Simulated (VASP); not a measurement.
Set up this calculation in VASP 6.6.1, as the native input.

```
Task                   : single point
Functional             : PBE
Dispersion             : D3(BJ)
Potentials or basis    : VASP PAW PBE potentials, release 64 (Sb, As)
Cutoff                 : 520 eV
k mesh                 : 6 × 6 × 1
Occupations            : gaussian, width 0.1 eV
Spin                   : no spin polarisation
Dipole correction      : yes
Further INCAR settings : ALGO = Normal; EDIFF = 1e-06; NBANDS = 18
```

The structure of SbAs lies in POSCAR:

```
SbAs
1.0
    3.8305259182      0.0000000026      0.0000000000
   -1.9152629614      3.3173327537      0.0000000000
    0.0000000000      0.0000000000     35.8218918400
Sb As
2 2
Direct
    0.0000000000      0.0000000000      0.1965343049
    0.3333333333      0.6666666667      0.3473863153
    0.3333333333      0.6666666667      0.2388717029
    0.0000000000      0.0000000000      0.3896750661
```

The input as run:

INCAR

```
PREC = Accurate
ENCUT = 520
EDIFF = 1E-6
ISMEAR = 0
SIGMA = 0.1
LREAL = False
LASPH = True
NELM = 100
ALGO = Normal
ISIF = 2
LWAVE = False
LCHARG = False
LDIPOL = True
IDIPOL = 3
DIPOL = 0.5 0.5 0.293
GGA = PE
IVDW = 12
NBANDS = 18
```

KPOINTS

```
regular mesh
0
Gamma
  6 6 1
```

Potentials or basis: VASP PAW PBE potentials, release 64 (Sb, As).

Run with:

```sh
$ cat potpaw_PBE.64/Sb/POTCAR potpaw_PBE.64/As/POTCAR > POTCAR
$ mpirun -np 1 vasp_std > vasp.out
```

It gave:

The largest force is 0.097 eV/Å, the band gap on the k mesh is 1.07 eV (least direct gap 1.54 eV) and the dispersion energy per atom is -0.270 eV.

Caveat: spin-orbit coupling is left out, which moves the levels of the heavy elements.

Wall time 2 min on 1 thread of Intel(R) Xeon(R) Platinum 8488C (Sapphire Rapids), with other jobs on the host, peak memory 0.5 GiB.
